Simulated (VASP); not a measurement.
# HfB (F-43m) in VASP: a series of runs

HfB is run at these levels: PBEsol; tasks: single point, relaxation of cell and atoms.

Everything below comes from runs of VASP 6.6.1. Logs are shortened: lines on timing, memory, paths and dates and some standing lists are left out, and cuts for length are marked.

## 1. The cell of the first run

The structure is cubic, space group F-43m (No. 216). The conventional cell has a = 5.188 Å, b = 5.188 Å, c = 5.188 Å, α = 90.00°, β = 90.00°, γ = 90.00°. Hf (site symmetry -43m) has 4 B at 2.25 Å within 3.0 Å. B (site symmetry -43m) has 4 Hf at 2.25 Å within 3.0 Å.

## 2. Single point, PBEsol

Input file INCAR:

```
SYSTEM = HfB
PREC = Accurate
ENCUT = 520
EDIFF = 1E-7
ISMEAR = 0
SIGMA = 0.1
LREAL = .False.
LASPH = .True.
NELM = 80
ALGO = Normal
ISIF = 2
LWAVE = .False.
LCHARG = .True.
GGA = PS
LELF = .True.
LVHAR = .True.
NBANDS = 14
```

Input file KPOINTS:

```
regular mesh
0
Gamma
  14 14 14
  0 0 0
```

Input file POSCAR:

```
HfB
1.0
    0.0000000000      2.5937610818      2.5937610818
    2.5937610818      0.0000000000      2.5937610818
    2.5937610818      2.5937610818      0.0000000000
Hf B
1 1
Direct
    0.7500000000      0.7500000000      0.7500000000
    0.0000000000      0.0000000000      0.0000000000
```

Potentials or basis: VASP PAW PBE potentials, release 64 (Hf_pv, B).

Command:

```sh
$ cat potpaw_PBE.64/Hf_pv/POTCAR potpaw_PBE.64/B/POTCAR > POTCAR
$ mpirun -np 1 vasp_std > vasp.out
```

OUTCAR:

```text
SYSTEM = HfB
   PREC = Accurate
   ENCUT = 520
   EDIFF = 1E-7
   ISMEAR = 0
   LREAL = .False.
   LASPH = .True.
   NELM = 80
   ISIF = 2
   GGA = PS

 ion  position               nearest neighbor table
   1  0.750  0.750  0.750-   2 2.25   2 2.25   2 2.25   2 2.25
   2  0.000  0.000  0.000-   1 2.25   1 2.25   1 2.25   1 2.25

  LATTYP: Found a face centered cubic cell.
 ALAT       =     5.1875221636

  Lattice vectors:

 A1 = (   0.0000000000,   2.5937610818,   2.5937610818)
 A2 = (   2.5937610818,   0.0000000000,   2.5937610818)
 A3 = (   2.5937610818,   2.5937610818,   0.0000000000)

Analysis of symmetry for initial positions (statically):
=====================================================================
 Subroutine PRICEL returns:
 Original cell was already a primitive cell.

 Routine SETGRP: Setting up the symmetry group for a
 face centered cubic supercell.

 Subroutine GETGRP returns: Found 24 space group operations
 (whereof 24 operations were pure point group operations)
 out of a pool of 48 trial point group operations.

The static configuration has the point symmetry T_d .

Analysis of symmetry for dynamics (positions and initial velocities):
=====================================================================
 Subroutine PRICEL returns:
 Original cell was already a primitive cell.

 Routine SETGRP: Setting up the symmetry group for a
 face centered cubic supercell.

 Subroutine GETGRP returns: Found 24 space group operations
 (whereof 24 operations were pure point group operations)
 out of a pool of 48 trial point group operations.

The dynamic configuration has the point symmetry T_d .

 Subroutine INISYM returns: Found 24 space group operations
 (whereof 24 operations are pure point group operations),
 and found     1 'primitive' translations

----------------------------------------------------------------------------------------

                                     Primitive cell

  volume of cell :      34.8996

  direct lattice vectors                    reciprocal lattice vectors
     0.000000000  2.593761082  2.593761082    -0.192770261  0.192770261  0.192770261
     2.593761082  0.000000000  2.593761082     0.192770261 -0.192770261  0.192770261
     2.593761082  2.593761082  0.000000000     0.192770261  0.192770261 -0.192770261

  length of vectors
     3.668132099  3.668132099  3.668132099     0.333887886  0.333887886  0.333887886

[... 83 lines left out ...]
   NSW    =      0    number of steps for IOM
   IBRION =     -1    ionic relax: 0-MD 1-quasi-New 2-CG
   NFREE  =      0    steps in history (QN), initial steepest desc. (CG)
   ISIF   =      2    stress and relaxation
   ISYM   =      2    0-nonsym 1-usesym 2-fastsym
   POTIM  = 0.5000    time-step for ionic-motion
   TEBEG  =    0.0;   TEEND  =   0.0 temperature during run
   PSTRESS=    0.0 pullay stress
   NELECT =      13.0000    total number of electrons
   NUPDOWN=      -1.0000    fix difference up-down
   EMIN   =  10.00;   EMAX   =-10.00  energy-range for DOS
   EFERMI =   0.00;   METHOD = LEGACY
   ISMEAR =     0;   SIGMA  =   0.10  broadening in eV -4-tet -1-fermi 0-gaus
   EFERMI_NEDOS =   21; number of points for ismear=-14 and -15
   IALGO  =     38    algorithm
   IMIX   =      4    mixing-type and parameters
     AMIX     =   0.40;   BMIX     =  1.00
     AMIX_MAG =   1.60;   BMIX_MAG =  1.00
  volume/ion in A,a.u.               =      17.45       117.76
  Fermi-wavevector in a.u.,A,eV,Ry     =   1.177921  2.225947 18.878039  1.387497
  Thomas-Fermi vector in A             =   2.314259
   LORBIT       =      0    0 simple, 1 ext, 2 COOP (PROOUT), +10 PAW based schemes
   GGA     = PS    functional components
   LHFCALC =     F    Hartree Fock is set to
   AEXX    =    0.0000 exact exchange contribution
   IVDW    =     0    specifies the selected vdW correction
   LEPSILON=     F    determine dielectric tensor
   LRPA    =     F    only Hartree local field effects (RPA)
 non-spin polarized calculation
 Gauss-broadening in eV      SIGMA  =   0.10
  energy-cutoff  :      520.00
  volume of cell :       34.90
 maximum number of plane-waves:       960
   NGX = 13   NGY = 13   NGZ = 13

 number of electron      12.9999999 magnetization

 Free energy of the ion-electron system (eV)
  ---------------------------------------------------
  ext. energy  EPLUGINS =         0.00000000
  ---------------------------------------------------
  free energy    TOTEN  =       -16.31485747 eV

  energy without entropy =      -16.30887272  energy(sigma->0) =      -16.31186510

 E-fermi :   2.8112     XC(G=0): -10.5889

 val. band max:        2.7965268759   @ k =  -0.2857   0.2857   0.0714
 cond. band min:       2.8204778294   @ k =   0.5000   0.2857   0.1429
 fundamental gap:      0.0239509534
 Fermi energy:         2.8111542539

 k-point     1 :       0.0000    0.0000    0.0000
  band No.  band energies     occupation
      1     -26.8148      2.00000
      2     -26.8148      2.00000
      3     -26.8148      2.00000
      4      -5.3897      2.00000
      5       1.5540      2.00000
      6       1.5540      2.00000
      7       1.5540      2.00000
      8       6.1751      0.00000
      9       6.1751      0.00000
     10       8.8242      0.00000
     11      12.5680      0.00000
     12      12.5680      0.00000
     13      12.5680      0.00000
     14      16.5341      0.00000
[... 377 lines left out ...]
      1     -26.9256      2.00000
      2     -26.8477      2.00000
      3     -26.8450      2.00000
      4      -4.1352      2.00000
      5       0.6214      2.00000
      6       2.0589      2.00000
      7       2.1647      2.00000
      8       4.9557      0.00000
      9       6.6168      0.00000
     10       9.6794      0.00000
     11      11.7193      0.00000
     12      12.0187      0.00000
     13      12.5845      0.00000
     14      13.6850      0.00000

 [... further k-points ...]
[... 5 lines left out ...]
  --------------------------------------------------------------------------------------
  -------------------------------------------------------------------------------------
  Total        0.0231816      0.0231816      0.0231816      0.0000000      0.0000000      0.0000000
  in kB        1.0642269      1.0642269      1.0642269      0.0000000      0.0000000      0.0000000
  external PRESSURE =       1.0642269 kB  Pullay stress =       0.0000000 kB

 VOLUME and BASIS-vectors are now :
 -----------------------------------------------------------------------------
  energy-cutoff  :      520.00
  volume of cell :       34.90
      direct lattice vectors                 reciprocal lattice vectors
     0.000000000  2.593761082  2.593761082    -0.192770261  0.192770261  0.192770261
     2.593761082  0.000000000  2.593761082     0.192770261 -0.192770261  0.192770261
     2.593761082  2.593761082  0.000000000     0.192770261  0.192770261 -0.192770261

 POSITION                                       TOTAL-FORCE (eV/Angst)
 -----------------------------------------------------------------------------------
      3.89064      3.89064      3.89064        -0.000000     -0.000000     -0.000000
      0.00000      0.00000      0.00000         0.000000      0.000000      0.000000
 -----------------------------------------------------------------------------------
    total drift:                                0.000000      0.000000      0.000000

  FREE ENERGIE OF THE ION-ELECTRON SYSTEM (eV)
  ---------------------------------------------------
  free  energy   TOTEN  =       -16.3148574724 eV

  energy  without entropy=      -16.3088727243  energy(sigma->0) =      -16.31186510
```

stdout:

```text
POSCAR found type information on POSCAR HfB
 POSCAR found :  2 types and       2 ions
 scaLAPACK will be used
 -----------------------------------------------------------------------------
|                                                                             |
|                                                                             |
|     You enforced a specific xc type in the INCAR file but a different       |
|     I HOPE YOU KNOW WHAT YOU ARE DOING!                                     |
|                                                                             |
 -----------------------------------------------------------------------------

 LDA part: xc-table for (Slater+PW92), standard interpolation
 POSCAR, INCAR and KPOINTS ok, starting setup
 FFT: planning ... GRIDC
 FFT: planning ... GRID_SOFT
 FFT: planning ... GRID
 WAVECAR not read
 entering main loop
```

It took 84 s on 1 thread of Intel Xeon 8259CL, shared host; peak memory 0.19 GiB.

Results:

- Free energy: -16.3149 eV
- Pressure: 0.1 GPa

Caveat: the PAW data sets were made with another functional, which shifts forces and pressure a little; spin-orbit coupling is left out, which moves the levels of the heavy elements.

## 3. Relaxation of cell and atoms, PBEsol

This run uses another cell than the first one, of 16.64 Å³/atom, 0.954 times its volume.

Input file INCAR:

```
PREC = Accurate
ENCUT = 600
EDIFF = 1E-6
ISMEAR = 0
SIGMA = 0.1
LREAL = False
LASPH = True
NELM = 100
ALGO = Normal
ISIF = 3
LWAVE = False
LCHARG = False
GGA = PS
IBRION = 2
NSW = 80
EDIFFG = -0.01
```

Input file KPOINTS:

```
Automatic mesh
0
Gamma
  14 14 14
```

Input file POSCAR:

```
HfB
1.0
    0.0000000000      2.5529776632      2.5529776632
    2.5529776632      0.0000000000      2.5529776632
    2.5529776632      2.5529776632      0.0000000000
Hf B
1 1
Direct
    0.7500000000      0.7500000000      0.7500000000
    0.0000000000      0.0000000000      0.0000000000
```

Potentials or basis: VASP PAW PBE potentials, release 64 (Hf_pv, B).

Command:

```sh
$ cat potpaw_PBE.64/Hf_pv/POTCAR potpaw_PBE.64/B/POTCAR > POTCAR
$ mpirun -np 1 vasp_std > vasp.out
```

Run time: 3.5 min. Hardware: 1 thread of Intel Xeon 8259CL, shared host; peak memory 0.22 GiB.

The run converged. Its results:

```yaml
Free_energy: -16.3154 eV
Relaxed_volume: 17.47 Å³/atom
Relaxed_cell: a = 3.669 Å, b = 3.669 Å, c = 3.669 Å, α = 60.00°, β = 60.00°, γ = 60.00°
Space_group_after_relaxing_to_0.05_Å: F-43m (No. 216)
Energy_gained_by_relaxing: 14.5 meV/atom
Ionic_steps: 3
Pressure_after_relaxing: 0.0 GPa
```

Step by step:
| step | energy change (eV) | largest force (eV/Å) | pressure (GPa) | volume (Å³) |
| --- | --- | --- | --- | --- |
| 1 | 0.0000 | 0.0000 | 5.86 | 33.28 |
| 2 | -0.0116 | 0.0000 | -3.96 | 36.30 |
| 3 | -0.0291 | 0.0000 | -0.01 | 34.94 |

Final structure:
```xyz
2
Lattice="0.0000 2.5947 2.5947 2.5947 0.0000 2.5947 2.5947 2.5947 0.0000" Properties=species:S:1:pos:R:3 pbc="T T T"
Hf    3.8920    3.8920    3.8920
B     0.0000    0.0000    0.0000
```

Levels at points of the mesh, in eV from the Fermi level:
```tsv
k point	band 5	band 6	band 7	band 8	band 9	band 10
(0.00, 0.00, 0.00)	-1.26	-1.26	-1.26	3.36	3.36	6.01
(0.50, 0.00, 0.00)	-2.26	-0.72	-0.72	4.13	4.19	4.19
(0.50, 0.50, 0.00)	-3.41	0.61	1.11	1.11	4.35	4.87
```

Caveat: the PAW data sets were made with another functional, which shifts forces and pressure a little; spin-orbit coupling is left out, which moves the levels of the heavy elements. Zero-point motion and thermal expansion aren't in these numbers.
